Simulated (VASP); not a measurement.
# Ge (Fd-3m) in VASP: a series of runs

Ge is run at these levels: PBE, PBE+D3(BJ); tasks: single point.

All numbers are computed with VASP 6.6.1; they aren't measurements. Logs are shortened: lines on timing, memory, paths and dates and some standing lists are left out, and cuts for length are marked.

## (1) The cell of the first run

It takes space group Fd-3m (No. 227, cubic). Conventional cell: a = 5.674 Å, b = 5.674 Å, c = 5.674 Å, α = 90.00°, β = 90.00°, γ = 90.00°. Within 3.2 Å of Ge (site symmetry -43m) lie 4 Ge at 2.46 Å.

## (2) Single point, PBE

INCAR

```
PREC = Accurate
ENCUT = 520
EDIFF = 1E-7
ISMEAR = -1
SIGMA = 0.02
LREAL = False
LASPH = True
NELM = 60
ALGO = Normal
ISIF = 2
LWAVE = False
LCHARG = False
GGA = PE
NBANDS = 21
```

KPOINTS

```
Automatic mesh
0
Gamma
  6 6 6
```

POSCAR

```
Ge
1.0
    0.0000000000      2.8368735121      2.8368735121
    2.8368735121      0.0000000000      2.8368735121
    2.8368735121      2.8368735121      0.0000000000
Ge
2
Direct
    0.0000000000      0.0000000000      0.0000000000
    0.2500000000      0.2500000000      0.2500000000
```

Potentials or basis: VASP PAW PBE potentials, release 64 (Ge_d).

Started as:

```
$ cat potpaw_PBE.64/Ge_d/POTCAR > POTCAR
$ mpirun -np 1 vasp_std > vasp.out
```

OUTCAR:

```text
PREC = Accurate
   ENCUT = 520
   EDIFF = 1E-7
   ISMEAR = -1
   LREAL = False
   LASPH = True
   NELM = 60
   ISIF = 2
   GGA = PE

 ion  position               nearest neighbor table
   1  0.000  0.000  0.000-   2 2.46   2 2.46   2 2.46   2 2.46
   2  0.250  0.250  0.250-   1 2.46   1 2.46   1 2.46   1 2.46

  LATTYP: Found a face centered cubic cell.
 ALAT       =     5.6737470242

  Lattice vectors:

 A1 = (   0.0000000000,   2.8368735121,   2.8368735121)
 A2 = (   2.8368735121,   0.0000000000,   2.8368735121)
 A3 = (   2.8368735121,   2.8368735121,   0.0000000000)

Analysis of symmetry for initial positions (statically):
=====================================================================
 Subroutine PRICEL returns:
 Original cell was already a primitive cell.

 Routine SETGRP: Setting up the symmetry group for a
 face centered cubic supercell.

 Subroutine GETGRP returns: Found 48 space group operations
 (whereof 24 operations were pure point group operations)
 out of a pool of 48 trial point group operations.

The static configuration has the point symmetry T_d .
 The point group associated with its full space group is O_h .

Analysis of symmetry for dynamics (positions and initial velocities):
=====================================================================
 Subroutine PRICEL returns:
 Original cell was already a primitive cell.

 Routine SETGRP: Setting up the symmetry group for a
 face centered cubic supercell.

 Subroutine GETGRP returns: Found 48 space group operations
 (whereof 24 operations were pure point group operations)
 out of a pool of 48 trial point group operations.

The dynamic configuration has the point symmetry T_d .
 The point group associated with its full space group is O_h .

 Subroutine INISYM returns: Found 48 space group operations
 (whereof 24 operations are pure point group operations),
 and found     1 'primitive' translations

----------------------------------------------------------------------------------------

                                     Primitive cell

  volume of cell :      45.6615

  direct lattice vectors                    reciprocal lattice vectors
     0.000000000  2.836873512  2.836873512    -0.176250368  0.176250368  0.176250368
     2.836873512  0.000000000  2.836873512     0.176250368 -0.176250368  0.176250368
     2.836873512  2.836873512  0.000000000     0.176250368  0.176250368 -0.176250368

  length of vectors
     4.011944996  4.011944996  4.011944996     0.305274592  0.305274592  0.305274592

  position of ions in fractional coordinates (direct lattice)
     0.000000000  0.000000000  0.000000000
     0.250000000  0.250000000  0.250000000

  ion indices of the primitive-cell ions
   primitive index   ion index
                 1           1
                 2           2

----------------------------------------------------------------------------------------

 KPOINTS: Automatic mesh

Automatic generation of k-mesh.
 Grid dimensions read from file:
 generate k-points for:    6    6    6

 Generating k-lattice:

  Cartesian coordinates                     Fractional coordinates (reciprocal lattice)
    -0.029375061  0.029375061  0.029375061     0.166666667  0.000000000  0.000000000
     0.029375061 -0.029375061  0.029375061     0.000000000  0.166666667  0.000000000
     0.029375061  0.029375061 -0.029375061     0.000000000  0.000000000  0.166666667

  Length of vectors
     0.050879099  0.050879099  0.050879099

  Shift w.r.t. Gamma in fractional coordinates (k-lattice)
     0.000000000  0.000000000  0.000000000

 Subroutine IBZKPT returns following result:
 ===========================================

 Found     16 irreducible k-points:

 Following reciprocal coordinates:
            Coordinates               Weight
  0.000000  0.000000  0.000000      1.000000
  0.166667  0.000000  0.000000      8.000000
  0.333333  0.000000  0.000000      8.000000
  0.500000  0.000000  0.000000      4.000000
  0.166667  0.166667  0.000000      6.000000
  0.333333  0.166667  0.000000     24.000000
[... 8 lines left out ...]
 -0.333333  0.333333  0.166667     24.000000
 -0.333333  0.500000  0.166667     12.000000
   k-points           NKPTS =     16   k-points in BZ     NKDIM =     16   number of bands    NBANDS=     21
   number of dos      NEDOS =    301   number of ions     NIONS =      2
   total plane-waves  NPLWV =  27000
   dimension x,y,z NGX =    30 NGY =   30 NGZ =   30
   dimension x,y,z NGXF=    60 NGYF=   60 NGZF=   60
   ions per type =               2
   NGX,Y,Z   is equivalent  to a cutoff of  12.43, 12.43, 12.43 a.u.
   NGXF,Y,Z  is equivalent  to a cutoff of  24.86, 24.86, 24.86 a.u.
 SYSTEM =  unknown system
   PREC   = accura    normal or accurate (medium, high low for compatibility)
   ISTART =      0    job   : 0-new  1-cont  2-samecut
   ICHARG =      2    charge: 1-file 2-atom 10-const
   ISPIN  =      1    spin polarized calculation?
   LNONCOLLINEAR =      F non collinear calculations
   LSORBIT =      F    spin-orbit coupling
   LASPH  =      T    aspherical Exc in radial PAW
   ENCUT  =  520.0 eV  38.22 Ry    6.18 a.u.   7.46  7.46  7.46*2*pi/ulx,y,z
   NELM   =     60;   NELMIN=  2; NELMDL= -5     # of ELM steps
   EDIFF  = 0.1E-06   stopping-criterion for ELM
   LREAL  =      F    real-space projection
   EDIFFG = 0.1E-05   stopping-criterion for IOM
   NSW    =      0    number of steps for IOM
   IBRION =     -1    ionic relax: 0-MD 1-quasi-New 2-CG
   NFREE  =      0    steps in history (QN), initial steepest desc. (CG)
   ISIF   =      2    stress and relaxation
   ISYM   =      2    0-nonsym 1-usesym 2-fastsym
   POTIM  = 0.5000    time-step for ionic-motion
   TEBEG  =    0.0;   TEEND  =   0.0 temperature during run
   PSTRESS=    0.0 pullay stress
   NELECT =      28.0000    total number of electrons
   NUPDOWN=      -1.0000    fix difference up-down
   EMIN   =  10.00;   EMAX   =-10.00  energy-range for DOS
   EFERMI =   0.00;   METHOD = LEGACY
   ISMEAR =    -1;   SIGMA  =   0.02  broadening in eV -4-tet -1-fermi 0-gaus
   EFERMI_NEDOS =   21; number of points for ismear=-14 and -15
   IALGO  =     38    algorithm
   IMIX   =      4    mixing-type and parameters
     AMIX     =   0.40;   BMIX     =  1.00
     AMIX_MAG =   1.60;   BMIX_MAG =  1.00
  volume/ion in A,a.u.               =      22.83       154.07
  Fermi-wavevector in a.u.,A,eV,Ry     =   1.390841  2.628309 26.319643  1.934439
  Thomas-Fermi vector in A             =   2.514738
   LORBIT       =      0    0 simple, 1 ext, 2 COOP (PROOUT), +10 PAW based schemes
   GGA     = PE    functional components
   LHFCALC =     F    Hartree Fock is set to
   AEXX    =    0.0000 exact exchange contribution
   IVDW    =     0    specifies the selected vdW correction
   LEPSILON=     F    determine dielectric tensor
   LRPA    =     F    only Hartree local field effects (RPA)
 non-spin polarized calculation
  energy-cutoff  :      520.00
  volume of cell :       45.66
 maximum number of plane-waves:      1247
 NGX is ok and might be reduce to    30
   NGX = 15   NGY = 15   NGZ = 15

 number of electron      28.0000015 magnetization

 Free energy of the ion-electron system (eV)
  ---------------------------------------------------
  ext. energy  EPLUGINS =         0.00000000
  ---------------------------------------------------
  free energy    TOTEN  =        -8.97299129 eV

  energy without entropy =       -8.97260014  energy(sigma->0) =       -8.97279571

 E-fermi :   4.9360     XC(G=0):  -9.8771

 val. band max:        4.9205810376   @ k =   0.0000   0.0000   0.0000
 cond. band min:       5.0787005704   @ k =   0.5000   0.0000   0.0000
 fundamental gap:      0.1581195328
 Fermi energy:         4.9360412993

 k-point     1 :       0.0000    0.0000    0.0000
  band No.  band energies     occupation
      1     -19.8783      2.00000
      2     -19.8783      2.00000
      3     -19.8783      2.00000
      4     -19.8429      2.00000
      5     -19.8429      2.00000
      6     -19.6368      2.00000
[... 13 lines left out ...]
     20      14.3753      0.00000
     21      14.3753      0.00000

 k-point     2 :       0.1667    0.0000    0.0000
  band No.  band energies     occupation
      1     -19.8899      2.00000
      2     -19.8899      2.00000
      3     -19.8740      2.00000
      4     -19.8259      2.00000
      5     -19.8259      2.00000
      6     -19.6535      2.00000
[... 13 lines left out ...]
     20      13.2576      0.00000
     21      13.2576      0.00000

 k-point     3 :       0.3333    0.0000    0.0000
  band No.  band energies     occupation
      1     -19.8999      2.00000
      2     -19.8999      2.00000
      3     -19.8654      2.00000
      4     -19.8072      2.00000
      5     -19.8072      2.00000
      6     -19.6675      2.00000
[... 13 lines left out ...]
     20      13.8720      0.00000
     21      13.8720      0.00000

 k-point     4 :       0.5000    0.0000    0.0000
  band No.  band energies     occupation
      1     -19.9022      2.00000
      2     -19.9022      2.00000
      3     -19.8610      2.00000
      4     -19.8019      2.00000
      5     -19.8019      2.00000
      6     -19.6707      2.00000
[... 13 lines left out ...]
     20      15.9085      0.00000
     21      16.0973      0.00000

 k-point     5 :       0.1667    0.1667    0.0000
  band No.  band energies     occupation
      1     -19.8876      2.00000
      2     -19.8876      2.00000
      3     -19.8870      2.00000
      4     -19.8276      2.00000
      5     -19.8063      2.00000
      6     -19.6865      2.00000
[... 13 lines left out ...]
     20      13.2965      0.00000
     21      14.8454      0.00000
[... 190 lines left out ...]
     20      16.4479      0.00000
     21      17.7145      0.00000

 k-point    14 :       0.5000    0.3333    0.1667
  band No.  band energies     occupation
      1     -19.9168      2.00000
      2     -19.9138      2.00000
      3     -19.8400      2.00000
      4     -19.7873      2.00000
      5     -19.7538      2.00000
      6     -19.7379      2.00000
[... 13 lines left out ...]
     20      14.8236      0.00000
     21      17.2643      0.00000

 k-point    15 :      -0.3333    0.3333    0.1667
  band No.  band energies     occupation
      1     -19.9266      2.00000
      2     -19.9165      2.00000
      3     -19.8184      2.00000
      4     -19.7696      2.00000
      5     -19.7476      2.00000
      6     -19.7396      2.00000
[... 13 lines left out ...]
     20      16.6648      0.00000
     21      16.7777      0.00000

 k-point    16 :      -0.3333    0.5000    0.1667
  band No.  band energies     occupation
      1     -19.9221      2.00000
      2     -19.9221      2.00000
      3     -19.7986      2.00000
      4     -19.7986      2.00000
      5     -19.7343      2.00000
      6     -19.7343      2.00000
[... 13 lines left out ...]
     20      15.8992      0.00000
     21      17.8065      0.00000

------------------------ aborting loop because EDIFF is reached ----------------------------------------

  FORCE on cell =-STRESS in cart. coord.  units (eV):
  Direction    XX          YY          ZZ          XY          YZ          ZX
  --------------------------------------------------------------------------------------
  -------------------------------------------------------------------------------------
  Total        0.8584570      0.8584570      0.8584570      0.0000000     -0.0000000      0.0000000
  in kB       30.1216818     30.1216818     30.1216818      0.0000000     -0.0000000      0.0000000
  external PRESSURE =      30.1216818 kB  Pullay stress =       0.0000000 kB

 VOLUME and BASIS-vectors are now :
 -----------------------------------------------------------------------------
  energy-cutoff  :      520.00
  volume of cell :       45.66
      direct lattice vectors                 reciprocal lattice vectors
     0.000000000  2.836873512  2.836873512    -0.176250368  0.176250368  0.176250368
     2.836873512  0.000000000  2.836873512     0.176250368 -0.176250368  0.176250368
     2.836873512  2.836873512  0.000000000     0.176250368  0.176250368 -0.176250368

 POSITION                                       TOTAL-FORCE (eV/Angst)
 -----------------------------------------------------------------------------------
      0.00000      0.00000      0.00000         0.000000      0.000000      0.000000
      1.41844      1.41844      1.41844        -0.000000     -0.000000     -0.000000
 -----------------------------------------------------------------------------------
    total drift:                                0.000000     -0.000000      0.000000

  FREE ENERGIE OF THE ION-ELECTRON SYSTEM (eV)
  ---------------------------------------------------
  free  energy   TOTEN  =        -8.9729912879 eV

  energy  without entropy=       -8.9726001367  energy(sigma->0) =       -8.97279571
```

It took 24 s on 1 thread of Intel Xeon Platinum 8259CL at 2.50GHz (Skylake/Cascade Lake), shared host; peak memory 0.16 GiB.

What came out:

| Quantity | Value |
| --- | --- |
| Free energy | -8.9730 eV |
| Pressure | 3.0 GPa |
| Band gap on the k mesh | zero (filled and empty bands touch) |

## (3) Single point, PBE

INCAR

```
SYSTEM = Ge
PREC = Accurate ; ENCUT = 500
EDIFF = 1E-6 ; ISMEAR = -1
SIGMA = 0.02 ; LREAL = .FALSE.
LASPH = .TRUE. ; NELM = 120
ALGO = Normal ; ISIF = 2
LWAVE = .FALSE. ; LCHARG = .FALSE.
GGA = PE ; NBANDS = 21
GGA_COMPAT = .FALSE.
```

KPOINTS

```
regular mesh
0
G
  4 4 4
  0 0 0
```

POSCAR is that of step 2.

Potentials or basis: VASP PAW PBE potentials, release 64 (Ge_d).

Started as:

```
$ cat potpaw_PBE.64/Ge_d/POTCAR > POTCAR
$ mpirun -np 1 vasp_std > vasp.out
```

It took 19 s on 1 thread of Intel Xeon 8259CL, shared host; peak memory 0.16 GiB.

It converged, with:

- Free energy: -8.7586 eV
- Pressure: 3.8 GPa
- Band gap on the k mesh: zero (filled and empty bands touch)

Levels at points of the mesh, in eV from the Fermi level:
| k point | band 11 | band 12 | band 13 | band 14 | band 15 | band 16 | band 17 | band 18 |
| --- | --- | --- | --- | --- | --- | --- | --- | --- |
| (0.00, 0.00, 0.00) | -12.73 | -0.05 | -0.02 | -0.02 | -0.02 | 2.52 | 2.52 | 2.52 |
| (0.50, 0.00, 0.00) | -10.66 | -7.58 | -1.41 | -1.41 | 0.14 | 3.71 | 3.71 | 7.11 |
| (0.50, 0.50, 0.00) | -8.87 | -8.87 | -3.07 | -3.07 | 0.74 | 0.74 | 9.42 | 9.42 |

Caveat: the k points lie up to 0.48 Å⁻¹ apart.

## (4) Single point, PBE+D3(BJ)

INCAR

```
  ALGO = Normal
  EDIFF = 1E-6
  ENCUT = 500
  GGA = PE
  GGA_COMPAT = F
  ISIF = 2
  ISMEAR = -1
  IVDW = 12
  LASPH = T
  LCHARG = F
  LREAL = F
  LWAVE = F
  NBANDS = 21
  NELM = 120
  PREC = Accurate
  SIGMA = 0.02
```

KPOINTS

```
k-points
0
Gamma
  6 6 6
```

POSCAR is that of step 3.

Started as:

```
$ cat potpaw_PBE.64/Ge_d/POTCAR > POTCAR
$ mpirun -np 1 vasp_std > vasp.out
```

Run time: 28 s. Hardware: 1 thread of Intel Xeon 8259CL, shared host; peak memory 0.16 GiB.

It converged, with:

```yaml
Free_energy: -9.5617 eV
Pressure: 0.8 GPa
Band_gap_on_the_k_mesh: zero (filled and empty bands touch)
Dispersion_energy_per_atom: -0.295 eV
```

Levels at points of the mesh, in eV from the Fermi level:
```tsv
k point	band 11	band 12	band 13	band 14	band 15	band 16	band 17	band 18
(0.00, 0.00, 0.00)	-12.72	-0.06	-0.02	-0.02	-0.02	2.53	2.53	2.53
(0.50, 0.00, 0.00)	-10.66	-7.57	-1.41	-1.41	0.14	3.73	3.73	7.11
(0.50, 0.50, 0.00)	-8.87	-8.87	-3.06	-3.06	0.75	0.75	9.43	9.43
```

Caveat: pairwise dispersion overbinds metals, which lowers pressure and volume.

## (5) Overview

```csv
level,k mesh,cutoff (eV),gap on the mesh (eV),pressure (GPa)
PBE,6 × 6 × 6,520,none,3.0
PBE,4 × 4 × 4,500,none,3.8
PBE+D3(BJ),6 × 6 × 6,500,none,0.8
```

Alike in all rows: task single point; potentials or basis VASP PAW PBE potentials, release 64 (Ge_d); no spin polarisation; cell as given; smearing fermi-dirac 0.02 eV.

Caveats: some runs use coarse meshes; pairwise dispersion overbinds metals, which lowers pressure and volume (some runs).

Absolute energies hang on the potentials; compare differences alone.
